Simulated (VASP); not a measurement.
Write the native input for VASP 6.6.1 that does the following.

| Item | Value |
| --- | --- |
| Task | single point |
| Functional | LDA |
| Potentials or basis | VASP PAW LDA potentials, release 64 (La) |
| Cutoff | 520 eV |
| k mesh | 9 × 9 × 9 |
| Occupations | gaussian, width 0.15 eV |
| Spin | no spin polarisation |
| Dipole correction | no |
| Further INCAR settings | ALGO = Normal; EDIFF = 1e-07; NBANDS = 12 |

The structure of La lies in POSCAR:

```
La
1.0
   -2.1238310700      2.1238310700      2.1238310700
    2.1238310700     -2.1238310700      2.1238310700
    2.1238310700      2.1238310700     -2.1238310700
La
1
Direct
    0.0000000000      0.0000000000      0.0000000000
```

One way to write it, as run:

INCAR

```
ALGO = Normal
EDIFF = 1E-7
ENCUT = 520
GGA = CA
ISIF = 2
ISMEAR = 0
LASPH = T
LCHARG = F
LREAL = F
LWAVE = F
NBANDS = 12
NELM = 100
PREC = Accurate
SIGMA = 0.15
```

KPOINTS

```
k-points
0
Gamma
  9 9 9
```

Potentials or basis: VASP PAW LDA potentials, release 64 (La).

The run is started by

```bash
$ cat potpaw_LDA.64/La/POTCAR > POTCAR
$ mpirun -np 1 vasp_std > vasp.out
```

It gave:

The pressure is -3.8 GPa.

It took 9.6 s on 1 thread of Intel(R) Xeon(R) Platinum 8488C (Sapphire Rapids) (shared host), peak memory 0.16 GiB.
